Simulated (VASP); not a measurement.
Runs of VASP 6.6.1 on Rh. The structure is that of space group Im-3m (No. 229), or close to it. The cells are those of the table. This isn't the form of Rh at room conditions, which is fcc.

```tsv
task	cell	k mesh	cutoff (eV)	gap on the mesh (eV)	pressure (GPa)
single point	a = 2.701 Å, angles 109.5°, 1 atom	8 × 8 × 8	520	none	(a)
single point	a = 2.659 Å, angles 109.5°, 1 atom	8 × 8 × 8	520	none	0.1
relaxation of cell and atoms	relaxed from a = 2.659 Å, angles 109.5°, 1 atom	26 × 26 × 26	600	none	-0.1
single point	a = 2.659 Å, angles 109.5°, 1 atom	26 × 26 × 26	520	none	0.0
relaxation of cell and atoms	relaxed from a = 2.701 Å, angles 109.5°, 1 atom	8 × 8 × 8	600	none	-0.4
```

Alike in all rows: level PBE; potentials or basis VASP PAW PBE potentials, release 64 (Rh_pv); no spin polarisation; smearing gaussian 0.1 eV.

Fill in the values left out.

(a) -9.7.

Caveats: some runs use coarse meshes; the cell stands under tension (at least some runs); the relaxation stopped at its first step, so nothing moved (at least some runs).

A k mesh can miss the band edges, and the runs leave out spin-orbit coupling on Rh.

A gap of «none» marks levels without a gap at the run's occupations.
